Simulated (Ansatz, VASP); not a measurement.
# Two plane-wave programs on Y

The input INCAR:

```
SYSTEM = Y
ALGO     = Normal         ! electronic algorithm
EDIFF    = 1E-6           ! SCF threshold, eV
ENCUT    = 520            ! plane-wave cutoff, eV
GGA      = RE             ! functional
ISIF     = 2              ! what is computed and relaxed
ISMEAR   = -1             ! smearing method
LASPH    = .True.         ! aspherical terms in the spheres
LCHARG   = .False.        ! write CHGCAR
LREAL    = .False.        ! projectors in reciprocal space
LWAVE    = .False.        ! write WAVECAR
NBANDS   = 18             ! bands
NELM     = 100            ! most SCF steps
PREC     = Accurate       ! precision mode
SIGMA    = 0.1            ! smearing width, eV
```

Contents of KPOINTS:

```
k-points
0
Gamma
  16 16 9
  0 0 0
```

The input POSCAR:

```
Y
1.0
    3.5846529421      0.0000000000      0.0000000000
   -1.7923264711      3.1044005116      0.0000000000
    0.0000000000      0.0000000000      5.5989936605
Y
2
Direct
    0.3333333333      0.6666666667      0.2500000000
    0.6666666667      0.3333333333      0.7500000000
```

Input for Ansatz:

```yaml
crystal:
  lattice:
    - [3.5846529421, 0.0, 0.0]
    - [-1.7923264711, 3.1044005116, 0.0]
    - [0.0, 0.0, 5.5989936605]
  atoms:
    - { symbol: "Y", position: [0.3333333333, 0.6666666667, 0.25] }
    - { symbol: "Y", position: [0.6666666667, 0.3333333333, 0.75] }
hamiltonian:
  xc: revpbe
  pseudopotentials:
    kind: paw
    azcp:
      "Y": "pseudopotentials/Y.paw.azcp"
basis:
  ecutwfc: 420
  fft_grid_basis: typed
kpoints:
  mp_grid: { grid: [16, 16, 9], shift: [0, 0, 0] }
magnetization:
  spin_polarized: false
scf:
  occupations: { method: fermi_dirac, width: 0.1 }
output:
  stress: true
```

Alike in both runs: task single point; functional revPBE; k mesh 16 × 16 × 9; occupations fermi-dirac, width 0.1 eV; no spin polarisation.

|  | VASP | Ansatz |
| --- | --- | --- |
| version | VASP 6.6.1 | Ansatz 0.2.0 |
| potentials or method | VASP PAW PBE potentials, release 64 (Y_sv), cutoff 520 eV | plane waves (420 eV) with PAW, scalar-relativistic |
| valence electrons in the cell | 22 | 22 |

```tsv
	VASP	Ansatz	Ansatz less VASP
pressure (GPa)	3.5	3.6	+0.13
```

VASP's potentials were made for PBE, not for revPBE.
